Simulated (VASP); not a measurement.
# Mg3Si (I4/mmm) in VASP: further runs, part 2 of 2

VASP 6.6.1.

### 5 Single point, PBE

This run uses another cell than the first one, of 20.27 Å³/atom.

File INCAR:

```
SYSTEM = Mg3Si
PREC = Accurate ; ENCUT = 520
EDIFF = 1E-7 ; ISMEAR = 0
SIGMA = 0.1 ; LREAL = .False.
LASPH = .True. ; NELM = 80
ALGO = Fast ; ISIF = 2
LWAVE = .False. ; LCHARG = .True.
GGA = PE ; LELF = .True.
LVHAR = .True. ; NBANDS = 13
```

File KPOINTS:

```
regular mesh
0
Gamma
  14 14 14
  0 0 0
```

File POSCAR:

```
Mg3Si
1.0
   -2.5624171147      2.5624171147      3.0870799857
    2.5624171147     -2.5624171147      3.0870799857
    2.5624171147      2.5624171147     -3.0870799857
Mg Si
3 1
Direct
    0.0000000000      0.0000000000      0.0000000000
    0.7500000000      0.2500000000      0.5000000000
    0.2500000000      0.7500000000      0.5000000000
    0.5000000000      0.5000000000      0.0000000000
```

Potentials or basis: VASP PAW PBE potentials, release 64 (Mg, Si).

Command:

```sh
$ cat potpaw_PBE.64/Mg/POTCAR potpaw_PBE.64/Si/POTCAR > POTCAR
$ mpirun -np 1 vasp_std > vasp.out
```

OUTCAR:

```text
SYSTEM = Mg3Si
   PREC = Accurate
   ENCUT = 520
   EDIFF = 1E-7
   ISMEAR = 0
   LREAL = .False.
   LASPH = .True.
   NELM = 80
   ISIF = 2
   GGA = PE

 ion  position               nearest neighbor table
   1  0.000  0.000  0.000-   2 2.99   3 2.99   2 2.99   3 2.99   2 2.99   3 2.99   2 2.99   3 2.99
                             4 3.09   4 3.09
   2  0.750  0.250  0.500-   4 2.99   1 2.99   4 2.99   1 2.99   1 2.99   4 2.99   1 2.99   4 2.99
                             3 3.09   3 3.09   3 3.62   3 3.62   3 3.62   3 3.62
   3  0.250  0.750  0.500-   1 2.99   4 2.99   1 2.99   4 2.99   1 2.99   4 2.99   1 2.99   4 2.99
                             2 3.09   2 3.09   2 3.62   2 3.62   2 3.62   2 3.62
   4  0.500  0.500  0.000-   3 2.99   2 2.99   3 2.99   2 2.99   2 2.99   3 2.99   2 2.99   3 2.99
                             1 3.09   1 3.09

  LATTYP: Found a body centered tetragonal cell.
 ALAT       =     5.1248342294
 C/A-ratio  =     1.2047531091

  Lattice vectors:

 A1 = (  -2.5624171147,   2.5624171147,   3.0870799857)
 A2 = (   2.5624171147,  -2.5624171147,   3.0870799857)
 A3 = (   2.5624171147,   2.5624171147,  -3.0870799857)

Analysis of symmetry for initial positions (statically):
=====================================================================
 Subroutine PRICEL returns:
 Original cell was already a primitive cell.

 Routine SETGRP: Setting up the symmetry group for a
 body centered tetragonal supercell.

 Subroutine GETGRP returns: Found 16 space group operations
 (whereof 16 operations were pure point group operations)
 out of a pool of 16 trial point group operations.

The static configuration has the point symmetry D_4h.

Analysis of symmetry for dynamics (positions and initial velocities):
=====================================================================
 Subroutine PRICEL returns:
 Original cell was already a primitive cell.

 Routine SETGRP: Setting up the symmetry group for a
 body centered tetragonal supercell.

 Subroutine GETGRP returns: Found 16 space group operations
 (whereof 16 operations were pure point group operations)
 out of a pool of 16 trial point group operations.

The dynamic configuration has the point symmetry D_4h.

 Subroutine INISYM returns: Found 16 space group operations
 (whereof 16 operations are pure point group operations),
 and found     1 'primitive' translations

----------------------------------------------------------------------------------------

                                     Primitive cell

  volume of cell :      81.0788

  direct lattice vectors                    reciprocal lattice vectors
    -2.562417115  2.562417115  3.087079986     0.000000000  0.195128263  0.161965353
     2.562417115 -2.562417115  3.087079986     0.195128263  0.000000000  0.161965353
     2.562417115  2.562417115 -3.087079986     0.195128263  0.195128263  0.000000000

  length of vectors
     4.760464870  4.760464870  4.760464870     0.253589855  0.253589855  0.275953036

  position of ions in fractional coordinates (direct lattice)
     0.000000000  0.000000000  0.000000000
     0.750000000  0.250000000  0.500000000
     0.250000000  0.750000000  0.500000000
     0.500000000  0.500000000  0.000000000

  ion indices of the primitive-cell ions
   primitive index   ion index
                 1           1
                 2           2
[... 60 lines left out ...]
   dimension x,y,z NGXF=    72 NGYF=   72 NGZF=   72
   ions per type =               3   1
   NGX,Y,Z   is equivalent  to a cutoff of  12.57, 12.57, 12.57 a.u.
   NGXF,Y,Z  is equivalent  to a cutoff of  25.14, 25.14, 25.14 a.u.
 SYSTEM =  Mg3Si
   PREC   = accura    normal or accurate (medium, high low for compatibility)
   ISTART =      0    job   : 0-new  1-cont  2-samecut
   ICHARG =      2    charge: 1-file 2-atom 10-const
   ISPIN  =      1    spin polarized calculation?
   LNONCOLLINEAR =      F non collinear calculations
   LSORBIT =      F    spin-orbit coupling
   LASPH  =      T    aspherical Exc in radial PAW
   ENCUT  =  520.0 eV  38.22 Ry    6.18 a.u.   8.85  8.85  8.85*2*pi/ulx,y,z
   NELM   =     80;   NELMIN=  2; NELMDL= -5     # of ELM steps
   EDIFF  = 0.1E-06   stopping-criterion for ELM
   LREAL  =      F    real-space projection
   EDIFFG = 0.1E-05   stopping-criterion for IOM
   NSW    =      0    number of steps for IOM
   IBRION =     -1    ionic relax: 0-MD 1-quasi-New 2-CG
   NFREE  =      0    steps in history (QN), initial steepest desc. (CG)
   ISIF   =      2    stress and relaxation
   ISYM   =      2    0-nonsym 1-usesym 2-fastsym
   POTIM  = 0.5000    time-step for ionic-motion
   TEBEG  =    0.0;   TEEND  =   0.0 temperature during run
   PSTRESS=    0.0 pullay stress
   NELECT =      10.0000    total number of electrons
   NUPDOWN=      -1.0000    fix difference up-down
   EMIN   =  10.00;   EMAX   =-10.00  energy-range for DOS
   EFERMI =   0.00;   METHOD = LEGACY
   ISMEAR =     0;   SIGMA  =   0.10  broadening in eV -4-tet -1-fermi 0-gaus
   EFERMI_NEDOS =   21; number of points for ismear=-14 and -15
   IALGO  =     68    algorithm
   IMIX   =      4    mixing-type and parameters
     AMIX     =   0.40;   BMIX     =  1.00
     AMIX_MAG =   1.60;   BMIX_MAG =  1.00
  volume/ion in A,a.u.               =      20.27       136.79
  Fermi-wavevector in a.u.,A,eV,Ry     =   0.814903  1.539942  9.035168  0.664066
  Thomas-Fermi vector in A             =   1.924894
   LORBIT       =      0    0 simple, 1 ext, 2 COOP (PROOUT), +10 PAW based schemes
   GGA     = PE    functional components
   LHFCALC =     F    Hartree Fock is set to
   AEXX    =    0.0000 exact exchange contribution
   IVDW    =     0    specifies the selected vdW correction
   LEPSILON=     F    determine dielectric tensor
   LRPA    =     F    only Hartree local field effects (RPA)
 non-spin polarized calculation
 RMM-DIIS sequential band-by-band and
 Gauss-broadening in eV      SIGMA  =   0.10
  energy-cutoff  :      520.00
  volume of cell :       81.08
 maximum number of plane-waves:      2214
   NGX = 17   NGY = 17   NGZ = 17

 number of electron      10.0000000 magnetization

 Free energy of the ion-electron system (eV)
  ---------------------------------------------------
  ext. energy  EPLUGINS =         0.00000000
  ---------------------------------------------------
  free energy    TOTEN  =        -9.50677626 eV

  energy without entropy =       -9.49759618  energy(sigma->0) =       -9.50218622

 E-fermi :   4.1711     XC(G=0):  -9.1053

 val. band max:        4.1706960256   @ k =  -0.2857  -0.2857   0.1429
 cond. band min:       4.1716324332   @ k =  -0.3571  -0.4286   0.1429
 fundamental gap:      0.0009364076
 Fermi energy:         4.1711216533

 k-point     1 :       0.0000    0.0000    0.0000
  band No.  band energies     occupation
      1      -5.1551      2.00000
      2       2.7815      2.00000
      3       2.9294      2.00000
      4       3.2772      2.00000
      5       3.2772      2.00000
      6       5.0357      0.00000
      7       5.3999      0.00000
      8       5.3999      0.00000
      9       6.4947      0.00000
     10       6.4947      0.00000
     11       7.1471      0.00000
     12       7.9568      0.00000
     13       7.9831      0.00000
[... 354 lines left out ...]
  band No.  band energies     occupation
      1      -4.1808      2.00000
      2      -0.6742      2.00000
      3       1.1576      2.00000
      4       2.6624      2.00000
      5       3.9012      1.99986
      6       5.0373      0.00000
      7       5.8017      0.00000
      8       6.0930      0.00000
      9       6.7273      0.00000
     10       7.9633      0.00000
     11       9.8090      0.00000
     12      10.1770      0.00000
     13      11.4414      0.00000

 [... further k-points ...]

------------------------ aborting loop because EDIFF is reached ----------------------------------------

  FORCE on cell =-STRESS in cart. coord.  units (eV):
  Direction    XX          YY          ZZ          XY          YZ          ZX
  --------------------------------------------------------------------------------------
  -------------------------------------------------------------------------------------
  Total       -0.0626037     -0.0626037     -0.0724642      0.0000000     -0.0000000      0.0000000
  in kB       -1.2370950     -1.2370950     -1.4319466      0.0000000     -0.0000000      0.0000000
  external PRESSURE =      -1.3020455 kB  Pullay stress =       0.0000000 kB

 VOLUME and BASIS-vectors are now :
 -----------------------------------------------------------------------------
  energy-cutoff  :      520.00
  volume of cell :       81.08
      direct lattice vectors                 reciprocal lattice vectors
    -2.562417115  2.562417115  3.087079986     0.000000000  0.195128263  0.161965353
     2.562417115 -2.562417115  3.087079986     0.195128263  0.000000000  0.161965353
     2.562417115  2.562417115 -3.087079986     0.195128263  0.195128263  0.000000000

 POSITION                                       TOTAL-FORCE (eV/Angst)
 -----------------------------------------------------------------------------------
      0.00000      0.00000      0.00000        -0.000000      0.000000      0.000000
      0.00000      2.56242      1.54354         0.000000      0.000000      0.000000
      2.56242      0.00000      1.54354        -0.000000     -0.000000     -0.000000
      0.00000      0.00000      3.08708        -0.000000      0.000000      0.000000
 -----------------------------------------------------------------------------------
    total drift:                               -0.000000      0.000000      0.000000

  FREE ENERGIE OF THE ION-ELECTRON SYSTEM (eV)
  ---------------------------------------------------
  free  energy   TOTEN  =        -9.5067762631 eV

  energy  without entropy=       -9.4975961791  energy(sigma->0) =       -9.50218622
```

stdout:

```text
POSCAR found type information on POSCAR MgSi
 POSCAR found :  2 types and       4 ions
 scaLAPACK will be used
 LDA part: xc-table for (Slater+PW92), standard interpolation
 POSCAR, INCAR and KPOINTS ok, starting setup
 FFT: planning ... GRIDC
 FFT: planning ... GRID_SOFT
 FFT: planning ... GRID
 WAVECAR not read
 entering main loop
```

Wall time 6.4 min (1 thread of AMD EPYC 7R13, shared host); peak memory 0.37 GiB.

Results:

| Quantity | Value |
| --- | --- |
| Free energy | -9.5068 eV |
| Pressure | -0.1 GPa |
| Band gap on the k mesh | zero (bands 5 and 6 overlap by 3.00 eV) |

Levels at points of the mesh, in eV from the Fermi level:
```tsv
k point	band 1	band 2	band 3	band 4	band 5	band 6	band 7	band 8	band 9	band 10
(0.00, 0.00, 0.00)	-9.33	-1.39	-1.24	-0.89	-0.89	0.86	1.23	1.23	2.32	2.32
(0.50, 0.00, 0.00)	-8.02	-5.73	-1.84	-1.43	-1.27	-0.11	1.40	2.00	4.04	4.82
(0.50, 0.50, 0.00)	-7.77	-5.36	-2.77	-2.48	-2.26	-0.56	3.16	4.77	5.04	5.32
(0.50, 0.50, 0.50)	-7.33	-4.57	-3.28	-3.28	-2.92	-1.80	4.16	4.16	5.90	5.90
```

### 6 Relaxation of cell and atoms, PBE

This run uses another cell than the first one, of 20.16 Å³/atom.

File INCAR:

```
SYSTEM = Mg3Si
  PREC = Accurate
  ENCUT = 600
  EDIFF = 1E-7
  ISMEAR = 0
  SIGMA = 0.1
  LREAL = .FALSE.
  LASPH = .TRUE.
  NELM = 80
  ALGO = Fast
  ISIF = 3
  LWAVE = .FALSE.
  LCHARG = .FALSE.
  GGA = PE
  IBRION = 2
  NSW = 100
  EDIFFG = -0.01
```

File KPOINTS:

```
regular mesh
0
G
  14 14 14
  0 0 0
```

File POSCAR:

```
Mg3Si
1.0
   -2.5515114216      2.5515114216      3.0965492197
    2.5515114216     -2.5515114216      3.0965492197
    2.5515114216      2.5515114216     -3.0965492197
Mg Si
3 1
Direct
    0.0000000000      0.0000000000      0.0000000000
    0.7500000000      0.2500000000      0.5000000000
    0.2500000000      0.7500000000      0.5000000000
    0.5000000000      0.5000000000      0.0000000000
```

Potentials or basis: VASP PAW PBE potentials, release 64 (Mg, Si).

Command:

```sh
$ cat potpaw_PBE.64/Mg/POTCAR potpaw_PBE.64/Si/POTCAR > POTCAR
$ mpirun -np 1 vasp_std > vasp.out
```

Run time: 9 min. Hardware: 1 thread of AMD EPYC 7R13, shared host; peak memory 0.41 GiB.

Results (log left out):

```yaml
Free_energy: -9.5070 eV
Relaxed_volume: 20.19 Å³/atom
Relaxed_cell: a = 4.757 Å, b = 4.757 Å, c = 4.757 Å, α = 115.07°, β = 115.07°, γ = 98.77°
Space_group_after_relaxing_to_0.1_Å: I4/mmm (No. 139)
Energy_gained_by_relaxing: 0.0 meV/atom
Ionic_steps: 2
Pressure_after_relaxing: 0.0 GPa
Band_gap_on_the_k_mesh: zero (bands 5 and 6 overlap by 2.94 eV)
```

Stress tensor (GPa, compression positive):
```
 0.05  0.00  0.00
 0.00  0.05  0.00
 0.00  0.00 -0.06
```

Final structure:
```xyz
4
Lattice="-2.5533 2.5533 3.0965 2.5533 -2.5533 3.0965 2.5533 2.5533 -3.0965" Properties=species:S:1:pos:R:3 pbc="T T T"
Mg    2.5533   -2.5533    3.0965
Mg    0.0000    2.5533    1.5482
Mg    2.5533    0.0000    1.5482
Si    0.0000    0.0000    3.0965
```

Levels at points of the mesh, in eV from the Fermi level:
```
           k point  band 3  band 4  band 5  band 6  band 7  band 8
(0.00, 0.00, 0.00)   -1.24   -0.91   -0.91    0.86    1.21    1.21
(0.50, 0.00, 0.00)   -1.85   -1.43   -1.25   -0.10    1.34    1.98
(0.50, 0.50, 0.00)   -2.79   -2.51   -2.29   -0.59    3.22    4.82
(0.50, 0.50, 0.50)   -3.28   -3.28   -2.92   -1.78    4.17    4.17
```

### 7 Overview

```tsv
task	cell	k mesh	cutoff (eV)	gap on the mesh (eV)	pressure (GPa)	relaxed volume (Å³/atom)
single point	a = 4.394 Å, angles 109.9, 109.9, 108.6°, 4 atoms	6 × 6 × 6	520	none	18.2	-
single point	a = 4.755 Å, angles 115.1, 115.1, 98.7°, 4 atoms	6 × 6 × 6	520	none	-0.1	-
relaxation of cell and atoms	relaxed from a = 4.394 Å, angles 109.9, 109.9, 108.6°, 4 atoms	6 × 6 × 6	600	none	0.0	20.13
single point	a = 4.760 Å, angles 114.9, 114.9, 99.1°, 4 atoms	14 × 14 × 14	520	none	-0.1	-
relaxation of cell and atoms	relaxed from a = 4.755 Å, angles 115.1, 115.1, 98.7°, 4 atoms	14 × 14 × 14	600	none	0.0	20.19
```

Alike in all rows: level PBE; potentials or basis VASP PAW PBE potentials, release 64 (Mg, Si); no spin polarisation; smearing gaussian 0.1 eV.

Caveats: the stress differs along the axes, from 11 to 33 GPa (at least some runs); the volume moved by over 15 % at a fixed basis, so the end points are rough (at least some runs).

Total energies depend on the potentials used, so only differences within one code and one set of settings carry meaning.

The gap in the log of VASP goes by the Fermi energy; the results here count the filled bands.